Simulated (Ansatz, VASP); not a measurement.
**KI: VASP beside Ansatz**

Contents of INCAR:

```
SYSTEM = KI
  ALGO = Normal
  EDIFF = 1E-7
  ENCUT = 520
  GGA = PS
  ISIF = 2
  ISMEAR = 0
  LASPH = .True.
  LCHARG = .False.
  LREAL = .False.
  LWAVE = .False.
  NBANDS = 15
  NELM = 100
  PREC = Accurate
  SIGMA = 0.05
```

The input KPOINTS:

```
k-points
0
Gamma
  6 6 6
  0 0 0
```

File POSCAR:

```
KI
1.0
    4.2911966600      0.0000000000      0.0000000000
    0.0000000000      4.2911966600      0.0000000000
    0.0000000000      0.0000000000      4.2911966600
K I
1 1
Direct
   -0.0494342374     -0.0494342374      0.0000000000
    0.5000000000      0.5000000000      0.5000000000
```

Input for Ansatz:

```yaml
crystal:
  lattice:
    - [4.29119666, 0.0, 0.0]
    - [0.0, 4.29119666, 0.0]
    - [0.0, 0.0, 4.29119666]
  atoms:
    - { symbol: K, position: [-0.0494342374, -0.0494342374, 0.0] }
    - { symbol: I, position: [0.5, 0.5, 0.5] }
basis:
  ecutwfc: 420
kpoints:
  mp_grid: { grid: [6, 6, 6] }
hamiltonian:
  xc: pbesol
scf:
  occupations: { method: gaussian, width: 0.05 }
output:
  forces: true
  stress: true
  eigenvalues: true
```

Change from the starting cell: all K atoms moved -0.300 Å, as atom 1 along Cartesian [1 1 0].

Alike in both runs: task single point; functional PBEsol; k mesh 6 × 6 × 6; occupations gaussian, width 0.05 eV; no spin polarisation.

|  | VASP | Ansatz |
| --- | --- | --- |
| version | VASP 6.6.1 | Ansatz 0.2.0 |
| potentials or method | VASP PAW PBE potentials, release 64 (K_sv, I), cutoff 520 eV | scalar-relativistic, plane waves, PAW |
| valence electrons in the cell | 16 | 26 |

Ansatz gave:

```
gap on the k mesh at the Fermi level (eV)                     : 3.22
least direct gap on the mesh (eV)                             : 3.58
pressure (GPa)                                                : -0.3
traceless stress, the component that is largest in VASP (GPa) : 0.31
rms of the force components (eV/Å)                            : 0.096
```

Which values does VASP return?

gap on the k mesh at the Fermi level (eV): 3.22; least direct gap on the mesh (eV): 3.57; pressure (GPa): -0.2; traceless stress, the component that is largest in VASP (GPa): 0.31; rms of the force components (eV/Å): 0.098.

VASP's potentials were made for PBE, not for PBEsol. Atom by atom the forces differ by 0.002 eV/Å (rms over components). VASP's potentials hold 16 valence electrons a cell and Ansatz's 26, so a difference there can come from the potentials and not from the codes.

Neither program's run includes spin-orbit coupling.
